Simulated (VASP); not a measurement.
**BaTe: single point with r2SCAN**

The system is BaTe.

```
Ba Te
1.0
     0.00000    3.91416    3.91416
     4.07073    0.00000    3.91416
     4.07073    3.91416    0.00000
Ba Te
1 1
Direct
  0.00000 0.00000 0.00000
  0.25000 0.25000 0.25000
```

This cell differs from its parent crystal: uniaxial x strain +4.0%.

```json
{"Program": "VASP 6.6.1", "Task": "single point", "Functional": "r2SCAN", "Potentials or basis": "VASP PAW PBE potentials, release 64 (Ba_sv, Te)", "Cutoff": "550 eV", "k mesh": "6 × 6 × 6", "Occupations": "gaussian, width 0.01 eV", "Spin": "no spin polarisation"}
```

| Quantity | Value |
| --- | --- |
| Pressure | -0.6 GPa |
| Band gap on the k mesh | 2.85 eV (least direct gap 3.11 eV) |

Stress tensor (GPa, compression positive):
```
-0.66  0.00  0.00
 0.00 -0.53  0.00
 0.00  0.00 -0.53
```

Levels at points of the mesh, in eV from the valence-band top:
```csv
k point,band 5,band 6,band 7,band 8,band 9,band 10,band 11,band 12
"(0.00, 0.00, 0.00)",-8.98,-0.43,-0.40,-0.40,2.85,4.41,4.62,6.23
"(0.50, 0.00, 0.00)",-8.73,-0.69,-0.28,-0.21,4.27,4.69,4.71,4.86
"(0.50, 0.50, 0.00)",-8.66,-0.91,-0.07,-0.04,3.18,4.27,5.35,5.39
"(0.00, 0.50, 0.50)",-8.64,-0.95,0.00,0.00,3.11,4.26,5.32,5.32
```

Wall time 3.1 min on 1 thread of Intel(R) Xeon(R) Platinum 8488C (Sapphire Rapids), on a shared host, peak memory 0.36 GiB.

Caveat: the cell differs from its parent crystal (uniaxial x strain +4.0%); the PAW data sets were made with another functional, which shifts forces and pressure a little; spin-orbit coupling is left out, which moves the levels of the heavy elements. A k mesh can miss the band edges.
